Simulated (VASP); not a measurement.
Wanted: the native input for a VASP 6.6.1 run.

```
Task                   : single point
Functional             : PBE
Potentials or basis    : VASP PAW PBE potentials, release 64 (Hf_pv, O)
Cutoff                 : 520 eV
k mesh                 : 8 × 8 × 8
Occupations            : gaussian, width 0.05 eV
Spin                   : no spin polarisation
Dipole correction      : no
Further INCAR settings : ALGO = Normal; EDIFF = 1e-06; NBANDS = 18
```

The structure of HfO2 lies in POSCAR:

```
HfO2
1.0
    0.0000000000      2.4066996439      2.8880395726
    2.4066996439      0.0000000000      2.8880395726
    2.4066996439      2.4066996439      0.0000000000
Hf O
1 2
Direct
    0.0000000000      0.0000000000      0.0000000000
    0.2500000000      0.2500000000      0.2500000000
    0.7500000000      0.7500000000      0.7500000000
```

This cell differs from its parent crystal: ratio of the length along z to the lengths across it x 1.2, volume and fractional coordinates fixed.

These files were run (other wordings do the same):

INCAR

```
SYSTEM = HfO2
PREC = Accurate
ENCUT = 520
EDIFF = 1E-6
ISMEAR = 0
SIGMA = 0.05
LREAL = .False.
LASPH = .True.
NELM = 60
ALGO = Normal
ISIF = 2
LWAVE = .False.
LCHARG = .False.
GGA = PE
NBANDS = 18
```

KPOINTS

```
regular mesh
0
Gamma
  8 8 8
  0 0 0
```

Potentials or basis: VASP PAW PBE potentials, release 64 (Hf_pv, O).

The run is started by

```sh
$ cat potpaw_PBE.64/Hf_pv/POTCAR potpaw_PBE.64/O/POTCAR > POTCAR
$ mpirun -np 1 vasp_std > vasp.out
```

Results of the run:

```json
{
  "Pressure": "-4.7 GPa",
  "Band gap on the k mesh": "0.90 eV, indirect (least direct gap 1.47 eV)"
}
```

Caveat: spin-orbit coupling is left out, which moves the levels of the heavy elements.

Run time: 36 s on 1 thread of AMD EPYC 7R43 64-Core Processor (Zen 3) (shared host), peak memory 0.14 GiB.
